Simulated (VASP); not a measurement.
# CdS (F-43m) in VASP: a series of runs, part 2 of 2

VASP 6.6.1. The steps go on from the part before.

**3. Single point, LDA**

This run uses another cell than the first one, of 23.84 Å³/atom.

Contents of INCAR:

```
ALGO     = Normal         # electronic algorithm
EDIFF    = 1E-6           # SCF threshold, eV
ENCUT    = 500            # plane-wave cutoff, eV
GGA_COMPAT= F            
ISIF     = 2              # what is computed and relaxed
ISMEAR   = 0              # smearing method
LASPH    = T              # aspherical terms in the spheres
LCHARG   = F              # write CHGCAR
LREAL    = F              # projectors in reciprocal space
LWAVE    = F              # write WAVECAR
NBANDS   = 16             # bands
NELM     = 120            # most SCF steps
PREC     = Accurate       # precision mode
SIGMA    = 0.02           # smearing width, eV
```

Contents of KPOINTS:

```
k-points
0
Gamma
  8 8 8
```

Contents of POSCAR:

```
CdS
1.0
    0.0000000000      2.8782482531      2.8782482531
    2.8782482531      0.0000000000      2.8782482531
    2.8782482531      2.8782482531      0.0000000000
Cd S
1 1
Direct
    0.0000000000      0.0000000000      0.0000000000
    0.2500000000      0.2500000000      0.2500000000
```

Potentials or basis: VASP PAW LDA potentials, release 64 (Cd, S).

Run with:

```bash
$ cat potpaw_LDA.64/Cd/POTCAR potpaw_LDA.64/S/POTCAR > POTCAR
$ mpirun -np 1 vasp_std > vasp.out
```

OUTCAR:

```text
EDIFF = 1E-6
   ENCUT = 500
   ISIF = 2
   ISMEAR = 0
   LASPH = T
   LREAL = F
   NELM = 120
   PREC = Accurate

 ion  position               nearest neighbor table
   1  0.000  0.000  0.000-   2 2.49   2 2.49   2 2.49   2 2.49
   2  0.250  0.250  0.250-   1 2.49   1 2.49   1 2.49   1 2.49

  LATTYP: Found a face centered cubic cell.
 ALAT       =     5.7564965062

  Lattice vectors:

 A1 = (   0.0000000000,   2.8782482531,   2.8782482531)
 A2 = (   2.8782482531,   0.0000000000,   2.8782482531)
 A3 = (   2.8782482531,   2.8782482531,   0.0000000000)

Analysis of symmetry for initial positions (statically):
=====================================================================
 Subroutine PRICEL returns:
 Original cell was already a primitive cell.

 Routine SETGRP: Setting up the symmetry group for a
 face centered cubic supercell.

 Subroutine GETGRP returns: Found 24 space group operations
 (whereof 24 operations were pure point group operations)
 out of a pool of 48 trial point group operations.

The static configuration has the point symmetry T_d .

Analysis of symmetry for dynamics (positions and initial velocities):
[... 155 lines left out ...]
  ---------------------------------------------------
  free energy    TOTEN  =        -7.40659687 eV

  energy without entropy =       -7.40659687  energy(sigma->0) =       -7.40659687

 E-fermi :   1.5882     XC(G=0):  -9.7671

 val. band max:        1.4834862791   @ k =   0.0000   0.0000   0.0000
 cond. band min:       2.4608283924   @ k =   0.0000   0.0000   0.0000
 fundamental gap:      0.9773421133
 Fermi energy:         1.5882300502

 k-point     1 :       0.0000    0.0000    0.0000
  band No.  band energies     occupation
      1     -11.1274      2.00000
      2      -6.4545      2.00000
      3      -6.4545      2.00000
      4      -6.4545      2.00000
      5      -5.9139      2.00000
      6      -5.9139      2.00000
[... 433 lines left out ...]
      3      -6.2292      2.00000
      4      -5.9483      2.00000
      5      -5.8847      2.00000
      6      -5.3613      2.00000
[... 8 lines left out ...]
     15      13.7124      0.00000
     16      14.6918      0.00000

 [... further k-points ...]
[... 5 lines left out ...]
  --------------------------------------------------------------------------------------
  -------------------------------------------------------------------------------------
  Total        0.1639356      0.1639356      0.1639356     -0.0000000      0.0000000     -0.0000000
  in kB        5.5076840      5.5076840      5.5076840     -0.0000000      0.0000000     -0.0000000
  external PRESSURE =       5.5076840 kB  Pullay stress =       0.0000000 kB

 VOLUME and BASIS-vectors are now :
 -----------------------------------------------------------------------------
  energy-cutoff  :      500.00
  volume of cell :       47.69
      direct lattice vectors                 reciprocal lattice vectors
     0.000000000  2.878248253  2.878248253    -0.173716774  0.173716774  0.173716774
     2.878248253  0.000000000  2.878248253     0.173716774 -0.173716774  0.173716774
     2.878248253  2.878248253  0.000000000     0.173716774  0.173716774 -0.173716774

 POSITION                                       TOTAL-FORCE (eV/Angst)
 -----------------------------------------------------------------------------------
      0.00000      0.00000      0.00000        -0.000000     -0.000000     -0.000000
      1.43912      1.43912      1.43912         0.000000      0.000000      0.000000
 -----------------------------------------------------------------------------------
    total drift:                               -0.000000     -0.000000     -0.000000

  FREE ENERGIE OF THE ION-ELECTRON SYSTEM (eV)
  ---------------------------------------------------
  free  energy   TOTEN  =        -7.4065968718 eV

  energy  without entropy=       -7.4065968718  energy(sigma->0) =       -7.40659687
```

stdout:

```text
POSCAR found type information on POSCAR CdS
 POSCAR found :  2 types and       2 ions
 scaLAPACK will be used
 LDA part: xc-table for (Slater(with rela. corr.)+CA(PZ))
 , standard interpolation
 POSCAR, INCAR and KPOINTS ok, starting setup
 FFT: planning ... GRIDC
 FFT: planning ... GRID_SOFT
 FFT: planning ... GRID
 WAVECAR not read
 entering main loop
```

It took 19 s on 1 thread of Intel Xeon 6975P-C (Granite Rapids), shared host; peak memory 0.15 GiB.

What came out:

```yaml
Free_energy: -7.4066 eV
Pressure: 0.6 GPa
Band_gap_on_the_k_mesh: 0.98 eV
```

Levels at points of the mesh, in eV from the valence-band top:
```tsv
k point	band 5	band 6	band 7	band 8	band 9	band 10	band 11	band 12	band 13	band 14
(0.00, 0.00, 0.00)	-7.40	-7.40	0.00	0.00	0.00	0.98	6.35	6.35	6.35	11.30
(0.50, 0.00, 0.00)	-7.35	-6.98	-4.77	-0.83	-0.83	2.84	6.84	6.84	7.34	10.89
(0.50, 0.50, 0.00)	-7.30	-6.91	-4.23	-2.07	-2.07	3.24	4.21	9.13	10.78	10.78
```

**4. Single point, LDA**

This run uses another cell than the first one, of 23.84 Å³/atom.

Contents of INCAR:

```
SYSTEM = CdS
PREC = Accurate
ENCUT = 500
EDIFF = 1E-6
ISMEAR = 0
SIGMA = 0.02
LREAL = .False.
LASPH = .True.
NELM = 120
ALGO = Normal
ISIF = 2
LWAVE = .False.
LCHARG = .True.
GGA = CA
LELF = .True.
LVHAR = .True.
NBANDS = 16
GGA_COMPAT = .False.
```

Contents of KPOINTS:

```
regular mesh
0
Gamma
  8 8 8
  0 0 0
```

POSCAR is that of step 3.

Run with:

```bash
$ cat potpaw_LDA.64/Cd/POTCAR potpaw_LDA.64/S/POTCAR > POTCAR
$ mpirun -np 1 vasp_std > vasp.out
```

It took 22 s on 1 thread of Intel Xeon 6975P-C (Granite Rapids), shared host; peak memory 0.15 GiB.

Results (log left out):

```
Free energy            : -7.4066 eV
Pressure               : 0.6 GPa
Band gap on the k mesh : 0.98 eV
```

Levels at points of the mesh, in eV from the valence-band top:
| k point | band 7 | band 8 | band 9 | band 10 | band 11 | band 12 |
| --- | --- | --- | --- | --- | --- | --- |
| (0.00, 0.00, 0.00) | 0.00 | 0.00 | 0.00 | 0.98 | 6.35 | 6.35 |
| (0.50, 0.00, 0.00) | -4.77 | -0.83 | -0.83 | 2.84 | 6.84 | 6.84 |
| (0.50, 0.50, 0.00) | -4.23 | -2.07 | -2.07 | 3.24 | 4.21 | 9.13 |
